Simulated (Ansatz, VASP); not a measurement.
**One calculation of B, two programs**

```
B
1.0
     1.82312    0.00000    0.00000
     0.00000    1.82312    0.00000
     0.00000    0.00000   26.41335
B
2
Direct
  0.00000 0.00000 0.33600
  0.00000 0.00000 0.26976
```

Alike in both runs: functional PBE; k mesh 30 × 30 × 1; occupations gaussian, width 0.1 eV; no spin polarisation.

Ansatz relaxed the structure, and its values are those at the end. VASP's run is a single point on that final structure, the one shown.

```csv
,VASP,Ansatz
version,VASP 6.6.1,Ansatz 0.2.0
potentials or method,"VASP PAW PBE potentials, release 64 (B), cutoff 520 eV","scalar-relativistic, plane waves, PAW"
valence electrons in the cell,6,6
```

Ansatz gave:

* gap on the k mesh at the Fermi level (eV): none
* rms of the force components (eV/Å): 0.001

Task: What did VASP give for the same quantities?

Result: gap on the k mesh at the Fermi level (eV): none; rms of the force components (eV/Å): 0.007.

A gap of «none» marks a metal or a gap that the smearing closes. The functional is the same, so the differences come from potentials, cutoffs and numerics. Ansatz's warnings: xc potential rough in thin density.
